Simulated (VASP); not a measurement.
Si:

```
Si
1.0
     5.10959    0.00000    0.00000
    -2.55479    4.42503    0.00000
     0.00000    0.00000    4.83739
Si
6
Cartesian
  0.0000 2.0713 1.2093
  0.7610 3.3894 2.8218
  -0.7610 3.3894 4.4343
  2.5548 2.3538 3.6280
  1.7938 1.0356 0.4031
  3.3158 1.0356 2.0156
```

```yaml
Program: VASP 6.6.1
Task: relaxation of cell and atoms
Functional: PBE
Potentials_or_basis: VASP PAW PBE potentials, release 64 (Si)
Cutoff: 600 eV
k_mesh: 6 × 6 × 4
Occupations: gaussian, width 0.1 eV
Spin: no spin polarisation
```

At the start: pressure 24.6 GPa; volume 18.23 Å³/atom.

Task: How do energy, volume and symmetry change on relaxing?

Result: Over 6 steps the energy falls by 261.1 meV/atom and the volume is 22.13 Å³/atom (+21.4 %); space group P6_122 (No. 178, to 0.05 Å).

The path:
| step | energy change (eV) | largest force (eV/Å) | pressure (GPa) | volume (Å³) |
| --- | --- | --- | --- | --- |
| 1 | 0.0000 | 0.7694 | 24.58 | 109.37 |
| 2 | -0.5059 | 0.5793 | -10.08 | 159.88 |
| 3 | -1.5572 | 0.2141 | -0.23 | 133.34 |
| 4 | -1.5579 | 0.2022 | 0.08 | 132.83 |
| 5 | -1.5576 | 0.1905 | 0.40 | 132.33 |
| 6 | -1.5666 | 0.0160 | 0.20 | 132.77 |

Final structure:
```xyz
6
Lattice="5.4696 0.0000 0.0000 -2.7348 4.7368 0.0000 0.0000 0.0000 5.1247" Properties=species:S:1:pos:R:3 pbc="T T T"
Si    0.0000    2.2041    1.2812
Si    0.8260    3.6348    2.9894
Si   -0.8260    3.6348    4.6977
Si    2.7348    2.5327    3.8435
Si    1.9088    1.1021    0.4271
Si    3.5608    1.1021    2.1353
```

Caveat: the volume moved by over 15 % at a fixed basis, so the end points are rough.
